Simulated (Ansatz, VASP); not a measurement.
## One calculation of ZnInC2N2, two programs

File INCAR:

```
ALGO = Normal
EDIFF = 1E-6
ENCUT = 520
GGA = PE
ISIF = 2
ISMEAR = 0
LASPH = True
LCHARG = False
LREAL = False
LWAVE = False
NBANDS = 30
NELM = 80
PREC = Accurate
SIGMA = 0.1
```

File KPOINTS:

```
k-points
0
Gamma
  6 4 4
```

The input POSCAR:

```
ZnInC2N2
1.0
    3.7328953500      0.0000000000      0.0000000000
    0.2352163600      4.0661545600      0.0000000000
    1.7807983200      1.6227956500      6.2816560200
Zn In C N
1 1 2 2
Direct
    0.5000000000      0.0000000000      0.5000000000
    0.0000000000      0.0000000000      0.0000000000
    0.8067973400      0.3864053300      0.8067973400
    0.1932026600      0.6135946700      0.1932026600
    0.6938302600      0.6123394800      0.6938302600
    0.3061697400      0.3876605200      0.3061697400
```

Input for Ansatz:

```yaml
crystal:
  lattice:
    - [3.73289535, 0.0, 0.0]
    - [0.23521636, 4.06615456, 0.0]
    - [1.78079832, 1.62279565, 6.28165602]
  atoms:
    - { symbol: Zn, position: [0.5, 0.0, 0.5] }
    - { symbol: In, position: [0.0, 0.0, 0.0] }
    - { symbol: C, position: [0.80679734, 0.38640533, 0.80679734] }
    - { symbol: C, position: [0.19320266, 0.61359467, 0.19320266] }
    - { symbol: "N", position: [0.69383026, 0.61233948, 0.69383026] }
    - { symbol: "N", position: [0.30616974, 0.38766052, 0.30616974] }
basis:
  ecutwfc: 420
kpoints:
  mp_grid: { grid: [6, 4, 4] }
hamiltonian:
  xc: pbe
scf:
  occupations: { method: gaussian, width: 0.1 }
  lower_state_search: "off"
output:
  forces: true
  stress: true
  eigenvalues: true
```

Alike in both runs: task single point; functional PBE; k mesh 6 × 4 × 4; occupations gaussian, width 0.1 eV; no spin polarisation.

|  | VASP | Ansatz |
| --- | --- | --- |
| version | VASP 6.6.1 | Ansatz 0.2.0 |
| potentials or method | VASP PAW PBE potentials, release 64 (Zn, In_d, C, N), cutoff 520 eV | scalar-relativistic, plane waves, PAW |
| valence electrons in the cell | 43 | 43 |

Ansatz gave:

- gap on the k mesh at the Fermi level (eV): none
- pressure (GPa): 6.0
- traceless stress, the component that is largest in VASP (GPa): -6.22
- rms of the force components (eV/Å): 1.180

Estimate VASP's values.

gap on the k mesh at the Fermi level (eV): none; pressure (GPa): 6.3; traceless stress, the component that is largest in VASP (GPa): -6.67; rms of the force components (eV/Å): 1.348.

Atom by atom the forces differ by 0.186 eV/Å (rms over components). A gap of «none» marks a metal or a gap that the smearing closes.

The k mesh is coarse, so the values compare programs but aren't converged. Noted on VASP's run: the standard files for N, O and F lose accuracy on very short bonds.
